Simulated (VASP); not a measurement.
Set up this calculation in VASP 6.6.1, as the native input.

- Task: single point
- Functional: LDA
- Potentials or basis: VASP PAW LDA potentials, release 64 (Si, O)
- Cutoff: 520 eV
- k mesh: 2 × 2 × 2
- Occupations: fermi-dirac, width 0.05 eV
- Spin: collinear spin, zero start
- Starting moments: [0.0, 0.0, 0.0, 0.0, 0.0, 0.0, 0.0, 0.0, 0.0, 0.0, 0.0, 0.0, 0.0, 0.0, 0.0, 0.0, 0.0] μB
- Dipole correction: no
- Further INCAR settings: LREAL = Auto; ALGO = Normal; EDIFF = 1e-06; NBANDS = 53

The structure of Si16O (a cell with a defect) lies in POSCAR:

```
Si16O
1.0
    0.0000000000      5.4300000000      5.4300000000
    5.4300000000      0.0000000000      5.4300000000
    5.4300000000      5.4300000000      0.0000000000
Si O
16 1
Direct
   -0.0031622468      0.0019366483      0.0005436464
    0.1093674954      0.1256921731      0.1385350829
   -0.0109398711     -0.0020162983      0.5140584715
    0.1268222836      0.1225395948      0.6260324125
    0.0090898711      0.5016023941     -0.0126373849
    0.1348456722      0.6279178637      0.1089729282
    0.0151232965      0.4965932781      0.4843262431
    0.1290908840      0.6247234807      0.6181439227
    0.4827124309     -0.0278067219      0.0525825967
    0.6220094843      0.1291918048      0.1282897790
    0.5016558932      0.0002304788      0.5038280847
    0.6158029466      0.0837567219      0.6807655617
    0.5081538674      0.5044813076     -0.0462945672
    0.6427513812      0.6160806630      0.0774755064
    0.4930927256      0.4545697053      0.5461441068
    0.6408636280      0.6283144567      0.5830183241
    0.5864093002      0.4299888582      0.3113177716
```

One way to write it, as run:

INCAR

```
PREC = Accurate
ENCUT = 520
EDIFF = 1E-6
ISMEAR = -1
SIGMA = 0.05
LREAL = Auto
LASPH = True
NELM = 150
ALGO = Normal
ISIF = 2
LWAVE = False
LCHARG = False
ISPIN = 2
MAGMOM = 0 0 0 0 0 0 0 0 0 0 0 0 0 0 0 0 0
LORBIT = 11
NBANDS = 53
```

KPOINTS

```
regular mesh
0
Gamma
  2 2 2
```

Potentials or basis: VASP PAW LDA potentials, release 64 (Si, O).

The run is started by

```console
$ cat potpaw_LDA.64/Si/POTCAR potpaw_LDA.64/O/POTCAR > POTCAR
$ mpirun -np 1 vasp_std > vasp.out
```

Results of the run:

The pressure is 0.8 GPa and the largest force is 0.100 eV/Å. The band gap on the k mesh is 0.40 eV. The net moment is 0.00 μB per cell and the valence electrons inside the program's atomic spheres are Si 1.71, 1.70, 1.73, 1.72, 1.69 (each value once); O 5.17.

Caveat: the k points lie up to 0.50 Å⁻¹ apart.

Run time: 12 min on 1 thread of Intel Xeon 8259CL, on a shared host, peak memory 0.49 GiB.
